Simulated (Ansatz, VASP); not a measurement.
TiAl: VASP beside Ansatz

Contents of INCAR:

```
PREC = Accurate
ENCUT = 600
EDIFF = 1E-7
ISMEAR = 0
SIGMA = 0.1
LREAL = F
LASPH = T
NELM = 80
ALGO = Normal
ISIF = 3
LWAVE = F
LCHARG = F
GGA = PE
IBRION = 2
NSW = 100
EDIFFG = -0.005
```

The input KPOINTS:

```
regular mesh
0
Gamma
  18 18 10
```

File POSCAR:

```
TiAl
1.0
    2.8672622327      0.0000000000      0.0000000000
   -1.4336311163      2.4831219328      0.0000000000
    0.0000000000      0.0000000000      4.6780830000
Ti Al
1 1
Direct
    0.0000000000      0.0000000000      0.0000000000
    0.3333333300      0.6666666700      0.5000000000
```

Input for Ansatz:

```yaml
crystal:
  lattice:
    - [2.8672622327, 0.0, 0.0]
    - [-1.4336311163, 2.4831219328, 0.0]
    - [0.0, 0.0, 4.678083]
  atoms:
    - { symbol: Ti, position: [0.0, 0.0, 0.0] }
    - { symbol: Al, position: [0.33333333, 0.66666667, 0.5] }
basis:
  ecutwfc: 520.0
kpoints:
  mp_grid: { grid: [18, 18, 10] }
hamiltonian:
  xc: pbe
scf:
  occupations: { method: gaussian, width: 0.1 }
output:
  forces: true
  stress: true
  eigenvalues: true
relax:
  adjacent_minimum: "off"
  f_tol: 0.005
  max_steps: 80
  cell: { stress_tol: 0.05 }
```

Alike in both runs: task relaxation of cell and atoms; functional PBE; k mesh 18 × 18 × 10; occupations gaussian, width 0.1 eV; no spin polarisation.

```csv
,VASP,Ansatz
version,VASP 6.6.1,Ansatz 0.2.0
potentials or method,"VASP PAW PBE potentials, release 64 (Ti_sv, Al), cutoff 600 eV","scalar-relativistic, plane waves, PAW"
valence electrons in the cell,15,15
```

VASP gave:

- gap on the k mesh at the Fermi level, each at its own relaxed structure (eV): none
- relaxed volume (Å³/atom): 16.69
- relaxed cell length with the largest relative difference (Å): 2.880

Question: What did Ansatz give for the same quantities?

Answer: gap on the k mesh at the Fermi level, each at its own relaxed structure (eV): none; relaxed volume (Å³/atom): 16.71; relaxed cell length with the largest relative difference (Å): 2.881.

A gap of «none» marks a metal or a gap that the smearing closes.
